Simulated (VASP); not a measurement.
PrScO, 6 atoms in the cell. The structure is hexagonal, space group P6_3/mmc (No. 194). The conventional cell has a = 4.645 Å, b = 4.645 Å, c = 5.989 Å, α = 90.00°, β = 90.00°, γ = 120.00°. Pr (site symmetry -6m2) has 5 Sc at 2.68 to 2.99 Å and 6 O at 3.07 Å within 3.5 Å. Within 3.5 Å of Sc (site symmetry -6m2) lie 5 Pr at 2.68 to 2.99 Å and 6 O at 3.07 Å. Within 3.9 Å of O (site symmetry -3m) lie 2 O at 2.99 Å and 6 Pr at 3.07 Å and 6 Sc at 3.07 Å. The cell was generated, and may not be a known phase.

| Quantity | Value |
| --- | --- |
| Program | VASP 6.6.1 |
| Task | single point |
| Functional | PBE |
| Potentials or basis | VASP PAW PBE potentials, release 64 (Pr_3, Sc_sv, O), 4f in core |
| Cutoff | 600 eV |
| k mesh | 4 × 4 × 3 |
| Occupations | gaussian, width 0.2 eV |
| Spin | no spin polarisation |
| Dipole correction | no |
| Further INCAR settings | ALGO = Normal; EDIFF = 1e-06; NBANDS = 37 |

Potentials or basis: VASP PAW PBE potentials, release 64 (Pr_3, Sc_sv, O), 4f in core.

The run is started by

```bash
$ cat potpaw_PBE.64/Pr_3/POTCAR potpaw_PBE.64/Sc_sv/POTCAR potpaw_PBE.64/O/POTCAR > POTCAR
$ mpirun -np 1 vasp_std > vasp.out
```

Hardware: 1 thread of Intel(R) Xeon(R) Platinum 8488C (Sapphire Rapids) (shared host).

Problem. How long does it take, and how much memory?

Solution. It took 69 s on 1 thread of Intel(R) Xeon(R) Platinum 8488C (Sapphire Rapids) (shared host), peak memory 0.26 GiB. Counts: scf iterations 15, k points 8.
